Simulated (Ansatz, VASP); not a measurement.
**Two plane-wave programs on KMgF3**

Contents of INCAR:

```
SYSTEM = KMgF3
  PREC = Accurate
  ENCUT = 520
  EDIFF = 1E-6
  ISMEAR = 0
  SIGMA = 0.02
  LREAL = .FALSE.
  LASPH = .TRUE.
  NELM = 60
  ALGO = Normal
  ISIF = 2
  LWAVE = .FALSE.
  LCHARG = .TRUE.
  GGA = PS
  LELF = .TRUE.
  LVHAR = .TRUE.
  NBANDS = 24
```

KPOINTS

```
Automatic mesh
0
G
  6 6 6
  0 0 0
```

File POSCAR:

```
KMgF3
1.0
    3.9912537769      0.0000000000      0.0000000000
    0.0000000000      3.9912537769      0.0000000000
    0.0000000000      0.0000000000      3.9912537769
K Mg F
1 1 3
Direct
    0.5000000000      0.5000000000      0.5000000000
    0.0000000000      0.0000000000      0.0000000000
    0.0000000000      0.5000000000      0.0000000000
    0.0000000000      0.0000000000      0.5000000000
    0.5000000000      0.0000000000      0.0000000000
```

Input for Ansatz:

```yaml
crystal:
  lattice:
    - [3.9912537778, 0.0, 0.0]
    - [0.0, 3.9912537778, 0.0]
    - [0.0, 0.0, 3.9912537778]
  atoms:
    - { symbol: K, position: [0.5, 0.5, 0.5] }
    - { symbol: Mg, position: [0.0, 0.0, 0.0] }
    - { symbol: F, position: [0.0, 0.5, 0.0] }
    - { symbol: F, position: [0.0, 0.0, 0.5] }
    - { symbol: F, position: [0.5, 0.0, 0.0] }
basis:
  ecutwfc: 420
kpoints:
  mp_grid: { grid: [6, 6, 6] }
  band_path: { path: [VBM, CBM], npoints: 2 }
hamiltonian:
  xc: pbesol
scf:
  occupations: { method: gaussian, width: 0.02 }
output:
  forces: true
  stress: true
  eigenvalues: true
checkpoint:
  read: start.run
  write: ck
  compress: false
  write_wavefunctions: false
  write_every: 100000
```

Alike in both runs: task single point; functional PBEsol; k mesh 6 × 6 × 6; occupations gaussian, width 0.02 eV; no spin polarisation.

|  | VASP | Ansatz |
| --- | --- | --- |
| version | VASP 6.6.1 | Ansatz 0.2.0 |
| potentials or method | VASP PAW PBE potentials, release 64 (K_sv, Mg, F), cutoff 520 eV | scalar-relativistic, plane waves, PAW |
| valence electrons in the cell | 32 | 40 |

Ansatz gave:

* gap on the k mesh at the Fermi level (eV): 7.12
* least direct gap on the mesh (eV): 7.44
* pressure (GPa): 0.0

Question: What did VASP give for the same quantities?

Answer: gap on the k mesh at the Fermi level (eV): 7.09; least direct gap on the mesh (eV): 7.42; pressure (GPa): -0.4.

VASP's potentials were made for PBE, not for PBEsol. VASP's potentials hold 32 valence electrons a cell and Ansatz's 40, so a difference there can come from the potentials and not from the codes.
